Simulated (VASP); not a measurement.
Here is a VASP 6.6.1 calculation.

Contents of INCAR:

```
SYSTEM = Y5Zr
  ALGO = Normal
  DIPOL = 0.5 0.5 0.500
  EDIFF = 1E-6
  ENCUT = 520
  GGA = PE
  IDIPOL = 3
  ISIF = 2
  ISMEAR = -1
  LASPH = .True.
  LCHARG = .False.
  LDIPOL = .True.
  LREAL = .False.
  LWAVE = .False.
  NBANDS = 42
  NELM = 60
  PREC = Accurate
  SIGMA = 0.05
```

Contents of KPOINTS:

```
k-points
0
Gamma
  10 7 1
  0 0 0
```

File POSCAR:

```
Y5Zr
1.0
    3.6580181829      0.0000000000      0.0000000000
    0.0000000000      5.6733912590      0.0000000000
    0.0000000000      0.0000000000     23.3919000000
Y Zr
5 1
Direct
    0.7500000000      0.7500000000      0.3462357758
    0.2500000000      0.2500000000      0.3925698162
    0.7500000000      0.2500000000      0.5244885275
    0.7500000000      0.7500000000      0.6074301869
    0.2500000000      0.2500000000      0.6537642232
    0.2500000000      0.7500000000      0.4755114704
```

Potentials or basis: VASP PAW PBE potentials, release 64 (Y_sv, Zr_sv).

Command:

```bash
$ cat potpaw_PBE.64/Y_sv/POTCAR potpaw_PBE.64/Zr_sv/POTCAR > POTCAR
$ mpirun -np 1 vasp_std > vasp.out
```

(1) Predict the largest force.

Results:

(1) 0.531 eV/Å.
